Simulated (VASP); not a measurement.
# BPt16 (a cell with a defect) in VASP: relaxation of the atoms with PBE

Aim: the relaxation of the atoms of BPt16 (a cell with a defect) with PBE.

Program: VASP 6.6.1. These are calculated values, not measurements. Logs are shortened: lines on timing, memory, paths and dates and some standing lists are left out, and cuts for length are marked.

### 1 The cell of the first run

The cell holds a defect, 17 atoms: a = 6.875 Å, b = 6.875 Å, c = 6.875 Å, α = 109.47°, β = 109.47°, γ = 109.47°.

### 2 Relaxation of the atoms, PBE

File INCAR:

```
PREC     = Accurate       # precision mode
ENCUT    = 450            # plane-wave cutoff, eV
EDIFF    = 1E-7           # SCF threshold, eV
ISMEAR   = 1              # smearing method
SIGMA    = 0.1            # smearing width, eV
LREAL    = F              # projectors in reciprocal space
LASPH    = T              # aspherical terms in the spheres
NELM     = 120            # most SCF steps
ALGO     = Normal         # electronic algorithm
ISIF     = 2              # what is computed and relaxed
LWAVE    = F              # write WAVECAR
LCHARG   = F              # write CHGCAR
GGA      = PE             # functional
IBRION   = 2              # ionic algorithm
NSW      = 90             # ionic steps
EDIFFG   = -0.02          # ionic threshold
GGA_COMPAT= F            
NELMIN   = 4
```

File KPOINTS:

```
regular mesh
0
Gamma
  3 3 3
```

File POSCAR:

```
BPt16
1.0
   -3.9695467000      3.9695467000      3.9695467000
    3.9695467000     -3.9695467000      3.9695467000
    3.9695467000      3.9695467000     -3.9695467000
Pt B
16 1
Direct
    0.0000000000      0.0000000000      0.0000000000
    0.0000000000      0.2500000000      0.7500000000
    0.0000000000      0.5000000000      0.5000000000
    0.0000000000      0.7500000000      0.2500000000
    0.2500000000      0.0000000000      0.7500000000
    0.2500000000      0.2500000000      0.5000000000
    0.2500000000      0.5000000000      0.2500000000
    0.2500000000      0.7500000000      0.0000000000
    0.5000000000      0.0000000000      0.5000000000
    0.5000000000      0.2500000000      0.2500000000
    0.5000000000      0.5000000000      0.0000000000
    0.5000000000      0.7500000000      0.7500000000
    0.7500000000      0.0000000000      0.2500000000
    0.7500000000      0.2500000000      0.0000000000
    0.7500000000      0.5000000000      0.7500000000
    0.7500000000      0.7500000000      0.5000000000
    0.5000000000      0.5000000000      0.5000000000
```

Potentials or basis: VASP PAW PBE potentials, release 64 (Pt, B).

Started as:

```
$ cat potpaw_PBE.64/Pt/POTCAR potpaw_PBE.64/B/POTCAR > POTCAR
$ mpirun -np 1 vasp_std > vasp.out
```

OUTCAR:

```text
PREC = Accurate
   ENCUT = 450
   EDIFF = 1E-7
   ISMEAR = 1
   LREAL = F
   LASPH = T
   NELM = 120
   ISIF = 2
   GGA = PE
   IBRION = 2
   NSW = 90
   EDIFFG = -0.02
   NELMIN = 4

 ion  position               nearest neighbor table
   1  0.000  0.000  0.000-   2 2.81   4 2.81   5 2.81   6 2.81   7 2.81   8 2.81  10 2.81  13 2.81
                            14 2.81  16 2.81  15 2.81  12 2.81
   2  0.000  0.250  0.750-   1 2.81   3 2.81   5 2.81   6 2.81   7 2.81   8 2.81  11 2.81  14 2.81
                            15 2.81  13 2.81  16 2.81   9 2.81
   3  0.000  0.500  0.500-   2 2.81   4 2.81   5 2.81   6 2.81   7 2.81   8 2.81  12 2.81  15 2.81
                            16 2.81  14 2.81  13 2.81  10 2.81
   4  0.000  0.750  0.250-   1 2.81   3 2.81   5 2.81   6 2.81   7 2.81   8 2.81   9 2.81  13 2.81
                            16 2.81  15 2.81  14 2.81  11 2.81
   5  0.250  0.000  0.750-   1 2.81   2 2.81   6 2.81   8 2.81   9 2.81  10 2.81  11 2.81  12 2.81
                            14 2.81   4 2.81   3 2.81  16 2.81
   6  0.250  0.250  0.500-  17 1.98   3 2.81   5 2.81   7 2.81   9 2.81  10 2.81  11 2.81  12 2.81
                            15 2.81   2 2.81   1 2.81   4 2.81  13 2.81
   7  0.250  0.500  0.250-  17 1.98   4 2.81   6 2.81   8 2.81   9 2.81  10 2.81  11 2.81  12 2.81
                            16 2.81   3 2.81   2 2.81   1 2.81  14 2.81
   8  0.250  0.750  0.000-   1 2.81   4 2.81   5 2.81   7 2.81   9 2.81  10 2.81  11 2.81  12 2.81
                            13 2.81   3 2.81   2 2.81  15 2.81
   9  0.500  0.000  0.500-   2 2.81   5 2.81   6 2.81  10 2.81  12 2.81  13 2.81  14 2.81  15 2.81
                            16 2.81   8 2.81   7 2.81   4 2.81
  10  0.500  0.250  0.250-  17 1.98   6 2.81   7 2.81   9 2.81  11 2.81  13 2.81  14 2.81  15 2.81
                            16 2.81   3 2.81   5 2.81   8 2.81   1 2.81
  11  0.500  0.500  0.000-   4 2.81   7 2.81   8 2.81  10 2.81  12 2.81  13 2.81  14 2.81  15 2.81
                            16 2.81   6 2.81   5 2.81   2 2.81
  12  0.500  0.750  0.750-  17 1.98   5 2.81   8 2.81   9 2.81  11 2.81  13 2.81  14 2.81  15 2.81
                            16 2.81   1 2.81   7 2.81   6 2.81   3 2.81
  13  0.750  0.000  0.250-   1 2.81   2 2.81   3 2.81   4 2.81   6 2.81   9 2.81  10 2.81  14 2.81
                            16 2.81  12 2.81  11 2.81   8 2.81
  14  0.750  0.250  0.000-   1 2.81   2 2.81   3 2.81   4 2.81   7 2.81  10 2.81  11 2.81  13 2.81
                            15 2.81   9 2.81  12 2.81   5 2.81
  15  0.750  0.500  0.750-  17 1.98   2 2.81   3 2.81   4 2.81   8 2.81  11 2.81  12 2.81  14 2.81
                            16 2.81   1 2.81  10 2.81   9 2.81   6 2.81
  16  0.750  0.750  0.500-  17 1.98   2 2.81   3 2.81   4 2.81   5 2.81   9 2.81  12 2.81  13 2.81
                            15 2.81   1 2.81  11 2.81  10 2.81   7 2.81
  17  0.500  0.500  0.500-   6 1.98   7 1.98  10 1.98  12 1.98  15 1.98  16 1.98

  LATTYP: Found a body centered cubic cell.
 ALAT       =     7.9390934000

  Lattice vectors:

 A1 = (  -3.9695467000,   3.9695467000,   3.9695467000)
 A2 = (   3.9695467000,  -3.9695467000,   3.9695467000)
 A3 = (   3.9695467000,   3.9695467000,  -3.9695467000)

Analysis of symmetry for initial positions (statically):
=====================================================================
 Subroutine PRICEL returns:
 Original cell was already a primitive cell.

 Routine SETGRP: Setting up the symmetry group for a
 body centered cubic supercell.

 Subroutine GETGRP returns: Found 48 space group operations
 (whereof 12 operations were pure point group operations)
 out of a pool of 48 trial point group operations.

The static configuration has the point symmetry D_3d.
 The point group associated with its full space group is O_h .

Analysis of symmetry for dynamics (positions and initial velocities):
=====================================================================
 Subroutine PRICEL returns:
 Original cell was already a primitive cell.

 Routine SETGRP: Setting up the symmetry group for a
 body centered cubic supercell.

 Subroutine GETGRP returns: Found 48 space group operations
 (whereof 12 operations were pure point group operations)
 out of a pool of 48 trial point group operations.

The dynamic configuration has the point symmetry D_3d.
 The point group associated with its full space group is O_h .

 Subroutine INISYM returns: Found 48 space group operations
 (whereof 12 operations are pure point group operations),
 and found     1 'primitive' translations

----------------------------------------------------------------------------------------

                                     Primitive cell

[... 60 lines left out ...]
     0.000000000  0.041986322  0.041986322     0.333333333  0.000000000  0.000000000
     0.041986322  0.000000000  0.041986322     0.000000000  0.333333333  0.000000000
     0.041986322  0.041986322  0.000000000     0.000000000  0.000000000  0.333333333

  Length of vectors
     0.059377626  0.059377626  0.059377626

  Shift w.r.t. Gamma in fractional coordinates (k-lattice)
     0.000000000  0.000000000  0.000000000

 Subroutine IBZKPT returns following result:
 ===========================================

 Found      4 irreducible k-points:

 Following reciprocal coordinates:
            Coordinates               Weight
  0.000000  0.000000  0.000000      1.000000
  0.333333  0.000000  0.000000     12.000000
  0.333333  0.333333  0.000000      8.000000
 -0.333333  0.333333  0.333333      6.000000
   k-points           NKPTS =      4   k-points in BZ     NKDIM =      4   number of bands    NBANDS=     97
   number of dos      NEDOS =    301   number of ions     NIONS =     17
   total plane-waves  NPLWV = 110592
   dimension x,y,z NGX =    48 NGY =   48 NGZ =   48
   dimension x,y,z NGXF=    96 NGYF=   96 NGZF=   96
   ions per type =              16   1
   NGX,Y,Z   is equivalent  to a cutoff of  11.61, 11.61, 11.61 a.u.
   NGXF,Y,Z  is equivalent  to a cutoff of  23.21, 23.21, 23.21 a.u.
 SYSTEM =  unknown system
   PREC   = accura    normal or accurate (medium, high low for compatibility)
   ISTART =      0    job   : 0-new  1-cont  2-samecut
   ICHARG =      2    charge: 1-file 2-atom 10-const
   ISPIN  =      1    spin polarized calculation?
   LNONCOLLINEAR =      F non collinear calculations
   LSORBIT =      F    spin-orbit coupling
   LASPH  =      T    aspherical Exc in radial PAW
   ENCUT  =  450.0 eV  33.07 Ry    5.75 a.u.  11.89 11.89 11.89*2*pi/ulx,y,z
   NELM   =    120;   NELMIN=  4; NELMDL= -5     # of ELM steps
   EDIFF  = 0.1E-06   stopping-criterion for ELM
   LREAL  =      F    real-space projection
   EDIFFG = -.2E-01   stopping-criterion for IOM
   NSW    =     90    number of steps for IOM
   IBRION =      2    ionic relax: 0-MD 1-quasi-New 2-CG
   NFREE  =      1    steps in history (QN), initial steepest desc. (CG)
   ISIF   =      2    stress and relaxation
   ISYM   =      2    0-nonsym 1-usesym 2-fastsym
   POTIM  = 0.5000    time-step for ionic-motion
   TEBEG  =    0.0;   TEEND  =   0.0 temperature during run
   PSTRESS=    0.0 pullay stress
   NELECT =     163.0000    total number of electrons
   NUPDOWN=      -1.0000    fix difference up-down
   EMIN   =  10.00;   EMAX   =-10.00  energy-range for DOS
   EFERMI =   0.00;   METHOD = LEGACY
   ISMEAR =     1;   SIGMA  =   0.10  broadening in eV -4-tet -1-fermi 0-gaus
   EFERMI_NEDOS =   21; number of points for ismear=-14 and -15
   IALGO  =     38    algorithm
   IMIX   =      4    mixing-type and parameters
     AMIX     =   0.40;   BMIX     =  1.00
     AMIX_MAG =   1.60;   BMIX_MAG =  1.00
  volume/ion in A,a.u.               =      14.72        99.32
  Fermi-wavevector in a.u.,A,eV,Ry     =   1.419198  2.681896 27.403823  2.014124
  Thomas-Fermi vector in A             =   2.540244
   LORBIT       =      0    0 simple, 1 ext, 2 COOP (PROOUT), +10 PAW based schemes
   GGA     = PE    functional components
   LHFCALC =     F    Hartree Fock is set to
   AEXX    =    0.0000 exact exchange contribution
   IVDW    =     0    specifies the selected vdW correction
   LEPSILON=     F    determine dielectric tensor
   LRPA    =     F    only Hartree local field effects (RPA)
 conjugate gradient relaxation of ions
 non-spin polarized calculation
 Methfessel and Paxton  Order N= 1 SIGMA  =   0.10
  energy-cutoff  :      450.00
  volume of cell :      250.20
 maximum number of plane-waves:      5438
   NGX = 23   NGY = 23   NGZ = 23

--------------------------------------- Ionic step        1  -------------------------------------------

 number of electron     162.9999961 magnetization

 Free energy of the ion-electron system (eV)
  ---------------------------------------------------
  ext. energy  EPLUGINS =         0.00000000
  ---------------------------------------------------
  free energy    TOTEN  =      -103.67401073 eV

  energy without entropy =     -103.68022191  energy(sigma->0) =     -103.67608112

------------------------ aborting loop because EDIFF is reached ----------------------------------------

  FORCE on cell =-STRESS in cart. coord.  units (eV):
  Direction    XX          YY          ZZ          XY          YZ          ZX
  --------------------------------------------------------------------------------------
  -------------------------------------------------------------------------------------
  Total       19.1812774     19.1812774     19.1812774      0.0000000      0.0000000      0.0000000
  in kB      122.8302600    122.8302600    122.8302600      0.0000000      0.0000000      0.0000000
  external PRESSURE =     122.8302600 kB  Pullay stress =       0.0000000 kB
[... 89 lines left out ...]
--------------------------------------- Ionic step        3  -------------------------------------------

 number of electron     162.9999966 magnetization

 Free energy of the ion-electron system (eV)
  ---------------------------------------------------
  ext. energy  EPLUGINS =         0.00000000
  ---------------------------------------------------
  free energy    TOTEN  =      -104.46941899 eV

  energy without entropy =     -104.48280729  energy(sigma->0) =     -104.47388176

 E-fermi :  11.0027     XC(G=0): -13.3841

 val. band max:       10.9760788504   @ k =   0.0000   0.0000   0.0000
 cond. band min:      11.0190780515   @ k =  -0.3333   0.3333   0.3333
 fundamental gap:      0.0429992011
 Fermi energy:        11.0027445424

 k-point     1 :       0.0000    0.0000    0.0000
  band No.  band energies     occupation
      1      -0.0663      2.00000
      2       2.2617      2.00000
      3       4.1156      2.00000
      4       4.1156      2.00000
      5       4.1156      2.00000
      6       4.2403      2.00000
[... 373 lines left out ...]
     92      14.7986      0.00000
     93      14.7986      0.00000
 [bands above 93 left out]

------------------------ aborting loop because EDIFF is reached ----------------------------------------

  FORCE on cell =-STRESS in cart. coord.  units (eV):
  Direction    XX          YY          ZZ          XY          YZ          ZX
  --------------------------------------------------------------------------------------
  -------------------------------------------------------------------------------------
  Total       15.2478236     15.2478236     15.2478236     -0.0000000      0.0000000      0.0000000
  in kB       97.6417834     97.6417834     97.6417834     -0.0000000      0.0000000      0.0000000
  external PRESSURE =      97.6417834 kB  Pullay stress =       0.0000000 kB
[... 32 lines left out ...]
  FREE ENERGIE OF THE ION-ELECTRON SYSTEM (eV)
  ---------------------------------------------------
  free  energy   TOTEN  =      -104.4694189927 eV

  energy  without entropy=     -104.4828072921  energy(sigma->0) =     -104.47388176

 reached required accuracy - stopping structural energy minimisation
```

Run time: 9.9 min. Hardware: 1 thread of AMD EPYC 7R13, shared host; peak memory 0.33 GiB.

What came out:

* Free energy: -104.4694 eV
* Energy gained by relaxing: 46.8 meV/atom
* Ionic steps: 3
* Pressure after relaxing: 9.8 GPa
* Largest force after relaxing: 0.015 eV/Å

Forces on the atoms (eV/Å):
```
Pt   0.000  0.000  0.000
Pt   0.000  0.000  0.000
Pt   0.000  0.000  0.000
Pt   0.000  0.000  0.000
Pt   0.000  0.000  0.000
Pt   0.000  0.000 -0.015
Pt   0.000 -0.015  0.000
Pt   0.000  0.000  0.000
Pt   0.000  0.000  0.000
Pt  -0.015  0.000  0.000
Pt   0.000  0.000  0.000
Pt   0.015  0.000  0.000
Pt   0.000  0.000  0.000
Pt   0.000  0.000  0.000
Pt   0.000  0.015  0.000
Pt   0.000  0.000  0.015
B    0.000  0.000  0.000
```

The path:
```
step  energy change (eV)  largest force (eV/Å)  pressure (GPa)
   1              0.0000                2.9322           12.28
   2             -0.6450                1.0867            9.76
   3             -0.7954                0.0147            9.76
```

Final structure:
```
Pt B
1.0
    -3.96955    3.96955    3.96955
     3.96955   -3.96955    3.96955
     3.96955    3.96955   -3.96955
Pt B
16 1
Direct
  0.00000 0.00000 0.00000
  0.00000 0.25000 0.75000
  0.00000 0.50000 0.50000
  0.00000 0.75000 0.25000
  0.25000 0.00000 0.75000
  0.23795 0.23795 0.50000
  0.23795 0.50000 0.23795
  0.25000 0.75000 0.00000
  0.50000 0.00000 0.50000
  0.50000 0.23795 0.23795
  0.50000 0.50000 0.00000
  0.50000 0.76205 0.76205
  0.75000 0.00000 0.25000
  0.75000 0.25000 0.00000
  0.76205 0.50000 0.76205
  0.76205 0.76205 0.50000
  0.50000 0.50000 0.50000
```

Levels at points of the mesh, in eV from the Fermi level:
| k point | band 79 | band 80 | band 81 | band 82 | band 83 | band 84 |
| --- | --- | --- | --- | --- | --- | --- |
| (0.00, 0.00, 0.00) | 0.44 | 0.44 | 0.44 | 0.73 | 0.73 | 0.73 |

Caveat: the k points lie up to 0.37 Å⁻¹ apart; spin-orbit coupling is left out, which moves the levels of the heavy elements.
